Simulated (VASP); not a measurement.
Fe: single point with LDA

The system is Fe.

```
Fe
1.0
    -1.37515    1.37515    1.37515
     1.37515   -1.37515    1.37515
     1.37515    1.37515   -1.37515
Fe
1
Direct
  0.00000 0.00000 0.00000
```

| Item | Value |
| --- | --- |
| Program | VASP 6.6.1 |
| Task | single point |
| Functional | LDA |
| Potentials or basis | VASP PAW LDA potentials, release 64 (Fe) |
| Cutoff | 520 eV |
| k mesh | 13 × 13 × 13 |
| Occupations | fermi-dirac, width 0.05 eV |
| Spin | collinear spin, ferromagnetic start |
| Starting moments | [3.0] μB |
| Dipole correction | no |
| Further INCAR settings | ALGO = Normal; EDIFF = 1e-07; NBANDS = 14 |

The pressure is -0.5 GPa and the band gap on the k mesh is zero (filled and empty bands overlap). The net moment is 1.98 μB per cell and the site moments are Fe +1.95 μB. The valence electrons inside the program's atomic spheres are Fe 7.48.

Levels at points of the mesh, in eV from the Fermi level:
Spin up:
| k point | band 3 | band 4 | band 5 | band 6 | band 7 | band 8 |
| --- | --- | --- | --- | --- | --- | --- |
| (0.00, 0.00, 0.00) | -2.56 | -2.56 | -1.01 | -1.01 | 25.62 | 25.62 |
Spin down:
```
           k point  band 1  band 2  band 3  band 4  band 5  band 6  band 7
(0.00, 0.00, 0.00)   -8.78   -0.95   -0.95   -0.95    1.11    1.11   25.79
```

It took 24 s on 1 thread of Intel(R) Xeon(R) Platinum 8488C (Sapphire Rapids), with other jobs on the host, peak memory 0.13 GiB.
